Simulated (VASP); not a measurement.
Wanted: the native input for a VASP 6.6.1 run.

```yaml
Task: single point
Functional: PBE
Potentials_or_basis: VASP PAW PBE potentials, release 64 (Bi_d, S)
Cutoff: 520 eV
k_mesh: 12 × 12 × 6
Occupations: gaussian, width 0.1 eV
Spin: no spin polarisation
Dipole_correction: no
Further_INCAR_settings: ALGO = Normal; EDIFF = 1e-06; NBANDS = 29
```

The structure of BiS lies in POSCAR:

```
BiS
1.0
    2.7313669590     -2.7376655706      0.0000000000
    2.7313669590      2.7376655706      0.0000000000
    0.0000000000      0.0000000000      8.0563078456
Bi S
2 2
Direct
    0.0000000000      0.5000000000      0.0000000000
    0.5000000000      0.0000000000      0.5000000000
    0.5000000000      0.5000000000      0.7500000000
    0.5000000000      0.5000000000      0.2500000000
```

The input as run:

INCAR

```
ALGO = Normal
EDIFF = 1E-6
ENCUT = 520
GGA = PE
ISIF = 2
ISMEAR = 0
LASPH = True
LCHARG = False
LREAL = False
LWAVE = False
NBANDS = 29
NELM = 80
PREC = Accurate
SIGMA = 0.1
```

KPOINTS

```
k-points
0
Gamma
  12 12 6
```

Potentials or basis: VASP PAW PBE potentials, release 64 (Bi_d, S).

Launch:

```sh
$ cat potpaw_PBE.64/Bi_d/POTCAR potpaw_PBE.64/S/POTCAR > POTCAR
$ mpirun -np 1 vasp_std > vasp.out
```

It gave:

- Pressure: -0.1 GPa
- Band gap on the k mesh: zero (band 21 reaches 6.90 eV, above the bottom of band 22 at 3.26 eV)

Caveat: spin-orbit coupling is left out, which moves the levels of the heavy elements.

Wall time 8.8 min on 1 thread of Intel Xeon 6975P-C (shared host), peak memory 0.57 GiB.
